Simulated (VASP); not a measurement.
Set up this calculation in VASP 6.6.1, as the native input.

- Task: single point
- Functional: r2SCAN
- Potentials or basis: VASP PAW PBE potentials, release 64 (Al, N)
- Cutoff: 520 eV
- k mesh: 8 × 8 × 4
- Occupations: gaussian, width 0.01 eV
- Spin: no spin polarisation
- Dipole correction: no
- Further INCAR settings: ALGO = Normal; EDIFF = 1e-06; NBANDS = 16

Crystal: AlN.

```xyz
4
Lattice="3.0446 0.0000 0.0000 -1.5223 2.6367 0.0000 0.0000 0.0000 5.0307" Properties=species:S:1:pos:R:3 pbc="T T T"
Al    0.0000    1.7578    0.0094
Al    1.5223    0.8789    2.5247
N     0.0000    1.7578    1.9023
N     1.5223    0.8789    4.4176
```

This cell differs from its parent crystal: film at in-plane strain -0.02.

These files were run (other wordings do the same):

POSCAR

```
AlN
1.0
    3.0445617499      0.0000000000      0.0000000000
   -1.5222808750      2.6366678188      0.0000000000
    0.0000000000      0.0000000000      5.0306918794
Al N
2 2
Direct
    0.3333333333      0.6666666667      0.0018609738
    0.6666666667      0.3333333333      0.5018609738
    0.3333333333      0.6666666667      0.3781390262
    0.6666666667      0.3333333333      0.8781390262
```

INCAR.step1

```
SYSTEM = AlN
ALGO     = Normal         ! electronic algorithm
EDIFF    = 1E-4           ! SCF threshold, eV
ENCUT    = 520            ! plane-wave cutoff, eV
GGA      = PE             ! functional
ISMEAR   = 0              ! smearing method
LASPH    = .TRUE.         ! aspherical terms in the spheres
LCHARG   = .FALSE.        ! write CHGCAR
LREAL    = .FALSE.        ! projectors in reciprocal space
LWAVE    = .TRUE.         ! write WAVECAR
NBANDS   = 16             ! bands
NELM     = 60             ! most SCF steps
PREC     = Accurate       ! precision mode
SIGMA    = 0.01           ! smearing width, eV
```

INCAR.step2

```
SYSTEM = AlN
ALGO     = Normal         ! electronic algorithm
EDIFF    = 1E-6           ! SCF threshold, eV
ENCUT    = 520            ! plane-wave cutoff, eV
ISIF     = 2              ! what is computed and relaxed
ISMEAR   = 0              ! smearing method
ISTART   = 1            
LASPH    = .TRUE.         ! aspherical terms in the spheres
LCHARG   = .FALSE.        ! write CHGCAR
LMIXTAU  = .TRUE.       
LREAL    = .FALSE.        ! projectors in reciprocal space
LWAVE    = .FALSE.        ! write WAVECAR
METAGGA  = R2SCAN         ! meta-GGA
NBANDS   = 16             ! bands
NELM     = 60             ! most SCF steps
PREC     = Accurate       ! precision mode
SIGMA    = 0.01           ! smearing width, eV
```

KPOINTS

```
k-points
0
G
  8 8 4
  0 0 0
```

Potentials or basis: VASP PAW PBE potentials, release 64 (Al, N).

The run is started by

```console
$ cat potpaw_PBE.64/Al/POTCAR potpaw_PBE.64/N/POTCAR > POTCAR
$ cp INCAR.step1 INCAR
$ mpirun -np 1 vasp_std > vasp.out
$ cp INCAR.step2 INCAR
$ mpirun -np 1 vasp_std > vasp.out
```

Results of the run:

```yaml
Pressure: 6.7 GPa
Band_gap_on_the_k_mesh: 5.29 eV, direct
```

Caveat: the cell differs from its parent crystal (film at in-plane strain -0.02); the PAW data sets were made with another functional, which shifts forces and pressure a little.

It took 51 s on 1 thread of Intel(R) Xeon(R) Platinum 8488C (Sapphire Rapids), on a shared host, peak memory 0.16 GiB.
